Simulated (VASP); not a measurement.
Set up this calculation in VASP 6.6.1, as the native input.

```yaml
Task: single point
Functional: r2SCAN
Potentials_or_basis: VASP PAW PBE potentials, release 64 (Sn_d)
Cutoff: 520 eV
k_mesh: 11 × 11 × 11
Occupations: methfessel-paxton, width 0.02 eV
Spin: no spin polarisation
Dipole_correction: no
Further_INCAR_settings: ALGO = Normal; EDIFF = 1e-06; NBANDS = 21
```

The system is Sn.

```
Sn
1.0
     0.00000    3.28305    3.28305
     3.28305    0.00000    3.28305
     3.28305    3.28305    0.00000
Sn
2
Direct
  0.00000 0.00000 0.00000
  0.25000 0.25000 0.25000
```

This isn't the form of Sn at room conditions, which is tetragonal (white tin).

These files were run (other wordings do the same):

POSCAR

```
Sn
1.0
    0.0000000000      3.2830519726      3.2830519726
    3.2830519726      0.0000000000      3.2830519726
    3.2830519726      3.2830519726      0.0000000000
Sn
2
Direct
    0.0000000000      0.0000000000      0.0000000000
    0.2500000000      0.2500000000      0.2500000000
```

INCAR.step1

```
PREC = Accurate
ENCUT = 520
ISMEAR = 1
SIGMA = 0.02
LREAL = F
LASPH = T
NELM = 100
NBANDS = 21
GGA = PE
ALGO = Normal
EDIFF = 1E-4
LWAVE = T
LCHARG = F
```

INCAR.step2

```
PREC = Accurate
ENCUT = 520
EDIFF = 1E-6
ISMEAR = 1
SIGMA = 0.02
LREAL = F
LASPH = T
NELM = 100
ALGO = Normal
ISIF = 2
LWAVE = F
LCHARG = F
METAGGA = R2SCAN
LMIXTAU = T
NBANDS = 21
ISTART = 1
```

KPOINTS

```
regular mesh
0
Gamma
  11 11 11
```

Potentials or basis: VASP PAW PBE potentials, release 64 (Sn_d).

Command:

```sh
$ cat potpaw_PBE.64/Sn_d/POTCAR > POTCAR
$ cp INCAR.step1 INCAR
$ mpirun -np 1 vasp_std > vasp.out
$ cp INCAR.step2 INCAR
$ mpirun -np 1 vasp_std > vasp.out
```

It gave:

* Pressure: 0.0 GPa
* Band gap on the k mesh: zero (filled and empty bands touch)

Caveat: the PAW data sets were made with another functional, which shifts forces and pressure a little; spin-orbit coupling is left out, which moves the levels of the heavy elements.

It took 5.1 min on 1 thread of Oxide Virtual Turin-like Processor, with other jobs on the host, peak memory 0.22 GiB.
